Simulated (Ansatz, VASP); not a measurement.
One calculation of AlGaN, two programs

Contents of INCAR:

```
SYSTEM = AlGaN
  ALGO = Normal
  EDIFF = 1E-6
  ENCUT = 520
  GGA = PE
  ISIF = 2
  ISMEAR = 0
  LASPH = .True.
  LCHARG = .False.
  LREAL = .False.
  LWAVE = .False.
  NBANDS = 18
  NELM = 80
  PREC = Accurate
  SIGMA = 0.1
```

KPOINTS

```
k-points
0
Gamma
  6 6 4
  0 0 0
```

POSCAR

```
AlGaN
1.0
    3.4463603300      0.0000000000      0.0000000000
    0.0000000000      3.4463603300      0.0000000000
    0.0000000000      0.0000000000      3.8449207000
Al Ga N
1 1 1
Direct
    0.0000000000      0.0000000000      0.0000000000
    0.5000000000      0.5000000000      0.0000000000
    0.0000000000      0.0000000000      0.5000000000
```

Input for Ansatz:

```yaml
crystal:
  lattice:
    - [3.44636033, 0.0, 0.0]
    - [0.0, 3.44636033, 0.0]
    - [0.0, 0.0, 3.8449207]
  atoms:
    - { symbol: Al, position: [0.0, 0.0, 0.0] }
    - { symbol: Ga, position: [0.5, 0.5, 0.0] }
    - { symbol: "N", position: [0.0, 0.0, 0.5] }
basis:
  ecutwfc: 420
kpoints:
  mp_grid: { grid: [6, 6, 4] }
hamiltonian:
  xc: pbe
scf:
  occupations: { method: gaussian, width: 0.1 }
  lower_state_search: "off"
output:
  forces: true
  stress: true
  eigenvalues: true
```

Alike in both runs: task single point; functional PBE; k mesh 6 × 6 × 4; occupations gaussian, width 0.1 eV; no spin polarisation.

|  | VASP | Ansatz |
| --- | --- | --- |
| version | VASP 6.6.1 | Ansatz 0.2.0 |
| potentials or method | VASP PAW PBE potentials, release 64 (Al, Ga_d, N), cutoff 520 eV | scalar-relativistic, plane waves, PAW |
| valence electrons in the cell | 21 | 21 |

VASP gave:

```
gap on the k mesh at the Fermi level (eV)                     : none
pressure (GPa)                                                : 4.1
traceless stress, the component that is largest in VASP (GPa) : -32.47
```

Estimate Ansatz's values.

gap on the k mesh at the Fermi level (eV): none; pressure (GPa): 4.1; traceless stress, the component that is largest in VASP (GPa): -32.44.

A gap of «none» marks a metal or a gap that the smearing closes.

The k mesh is coarse, so the values compare programs but aren't converged.
